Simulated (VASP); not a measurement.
Here is a VASP 6.6.1 calculation.

File INCAR:

```
ALGO = Normal
EDIFF = 1E-6
ENCUT = 520
GGA = PE
ISIF = 2
ISMEAR = 1
LASPH = T
LCHARG = F
LREAL = F
LWAVE = F
NBANDS = 49
NELM = 100
PREC = Accurate
SIGMA = 0.1027
```

KPOINTS

```
k-points
0
Gamma
  4 4 6
```

The input POSCAR:

```
LuIr3Ru2
1.0
    5.8325980000      0.0000000000      0.0000000000
   -2.9162990000      5.0511800000      0.0000000000
    0.0000000000      0.0000000000      3.2760920000
Ru Ir Lu
2 3 1
Direct
    0.3333000000      0.6667000000      0.0000000000
    0.6666000000      0.3333000000      0.0000000000
    0.5000000000      0.0000000000      0.5000000000
    0.5000000000      0.5000000000      0.5000000000
    0.0000000000      0.5000000000      0.5000000000
    0.0000000000      0.0000000000      0.0000000000
```

Potentials or basis: VASP PAW PBE potentials, release 64 (Ru_pv, Ir, Lu).

The run is started by

```sh
$ cat potpaw_PBE.64/Ru_pv/POTCAR potpaw_PBE.64/Ir/POTCAR potpaw_PBE.64/Lu/POTCAR > POTCAR
$ mpirun -np 1 vasp_std > vasp.out
```

Problem. What does it give for the band gap on the k mesh?

Solution. Zero (band 40 reaches 9.42 eV, above the bottom of band 41 at 8.85 eV).

Problem. Estimate the largest force.

Solution. 0.006 eV/Å.

Problem. What does it give for the pressure?

Solution. 48.4 GPa.

Stress tensor (GPa, compression positive):
```
27.49  0.00  0.00
 0.00 27.51  0.00
 0.00  0.00 90.27
```

Caveat: spin-orbit coupling is left out, which moves the levels of the heavy elements.
